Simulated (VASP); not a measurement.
The system is SnO.

```
Sn O
1.0
     2.50000   -2.86000    0.00000
     2.50000    2.86000    0.00000
     0.00000    0.00000   11.12000
Sn O
4 4
Direct
  0.00000 0.00000 0.00000
  0.00000 0.00000 0.50000
  0.55900 0.44100 0.25400
  0.44100 0.55900 0.75400
  0.93000 0.43000 0.38000
  0.07000 0.57000 0.88000
  0.57000 0.07000 0.38000
  0.43000 0.93000 0.88000
```

- Program: VASP 6.6.1
- Task: relaxation of cell and atoms
- Functional: PBEsol
- Potentials or basis: VASP PAW PBE potentials, release 64 (Sn_d, O)
- Cutoff: 600 eV
- k mesh: 6 × 6 × 2
- Occupations: gaussian, width 0.1 eV
- Spin: no spin polarisation

At the start: pressure 6.6 GPa; volume 19.88 Å³/atom.

Task: How do energy, volume and symmetry change on relaxing?

Result: Over 24 steps the energy falls by 958.5 meV/atom and the volume is 16.99 Å³/atom (-14.5 %); space group Cmc2_1 (No. 36, to 0.1 Å) before, Cmce (No. 64, to 0.1 Å).

Step by step:
| step | energy change (eV) | largest force (eV/Å) | pressure (GPa) | volume (Å³) |
| --- | --- | --- | --- | --- |
| 1 | 0.0000 | 8.4743 | 6.65 | 159.02 |
| 2 | -5.0944 | 3.3543 | -13.65 | 177.08 |
| 3 | -5.6167 | 3.1826 | -12.14 | 171.83 |
| 4 | -6.9018 | 2.5349 | 6.30 | 141.08 |
| 5 | -7.2579 | 0.8486 | -1.83 | 150.00 |
| 6 | -7.2584 | 0.8190 | -1.53 | 149.58 |
| 7 | -7.4556 | 0.7025 | -0.09 | 146.15 |
| 8 | -7.5040 | 0.8961 | 1.36 | 143.28 |
| 9 | -7.5761 | 0.3685 | -1.57 | 144.56 |
| 10 | -7.5762 | 0.3559 | -1.52 | 144.54 |
| 11 | -7.6312 | 0.2043 | -0.23 | 141.52 |
| 12 | -7.6349 | 0.2584 | 0.27 | 140.55 |
| 13 | -7.6459 | 0.1063 | -0.43 | 140.52 |
| 14 | -7.6470 | 0.1031 | -0.73 | 140.51 |
| 15 | -7.6543 | 0.1712 | 0.00 | 138.74 |
| 16 | -7.6546 | 0.2157 | 0.16 | 138.33 |
| 17 | -7.6609 | 0.1292 | -0.05 | 137.53 |
| 18 | -7.6625 | 0.1068 | -0.23 | 136.75 |
| 19 | -7.6625 | 0.1029 | -0.20 | 136.89 |
| 20 | -7.6649 | 0.0927 | 0.22 | 136.04 |
| 21 | -7.6650 | 0.0907 | 0.29 | 135.90 |
| 22 | -7.6664 | 0.1056 | -0.13 | 136.11 |
| 23 | -7.6664 | 0.0996 | -0.10 | 136.09 |
| 24 | -7.6682 | 0.0471 | -0.01 | 135.96 |

Final structure:
```
Sn O
1.0
     2.68691   -2.68499    0.00000
     2.68691    2.68499    0.00000
     0.00000    0.00000    9.42259
Sn O
4 4
Direct
  0.99303 0.00697 0.00184
  0.00697 0.99303 0.50184
  0.50724 0.49276 0.25542
  0.49276 0.50724 0.75542
  0.00765 0.49291 0.37837
  0.99235 0.50709 0.87837
  0.50709 0.99235 0.37837
  0.49291 0.00765 0.87837
```

Caveat: a cell axis changed by over 15 % at a fixed basis, so the end point is rough; the PAW data sets were made with another functional, which shifts forces and pressure a little; the relaxation stopped at a loose force limit of 0.05 eV/Å, so its end isn't a converged minimum.
